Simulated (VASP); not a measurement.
PmZr, 2 atoms in the cell. Symmetry: P-6m2, No. 187, hexagonal system. The conventional cell has a = 3.435 Å, b = 3.435 Å, c = 5.568 Å, α = 90.00°, β = 90.00°, γ = 120.00°. Pm (site symmetry -6m2) has 6 Zr at 3.42 Å and 6 Pm at 3.44 Å within 4.5 Å. Within 4.5 Å of Zr (site symmetry -6m2) lie 6 Pm at 3.42 Å and 6 Zr at 3.44 Å. 

```yaml
Program: VASP 6.6.1
Task: single point
Functional: PBE
Potentials_or_basis: VASP PAW PBE potentials, release 64 (Pm, Zr_sv)
Cutoff: 600 eV
k_mesh: 7 × 7 × 4
Occupations: fermi-dirac, width 0.05 eV
Spin: collinear spin, ferromagnetic start
Starting_moments: "[4.0, 0.0] μB"
Dipole_correction: no
Further_INCAR_settings: ALGO = Normal; EDIFF = 1e-06; NBANDS = 24
```

Potentials or basis: VASP PAW PBE potentials, release 64 (Pm, Zr_sv).

Launch:

```bash
$ cat potpaw_PBE.64/Pm/POTCAR potpaw_PBE.64/Zr_sv/POTCAR > POTCAR
$ mpirun -np 1 vasp_std > vasp.out
```

Hardware: 1 thread of AMD EPYC 7R43 64-Core Processor (Zen 3), with other jobs on the host.

Estimate the wall time of this run.

Wall time 2.3 min on 1 thread of AMD EPYC 7R43 64-Core Processor (Zen 3), on a shared host, peak memory 0.23 GiB. Counts: scf iterations 22, k points 24.
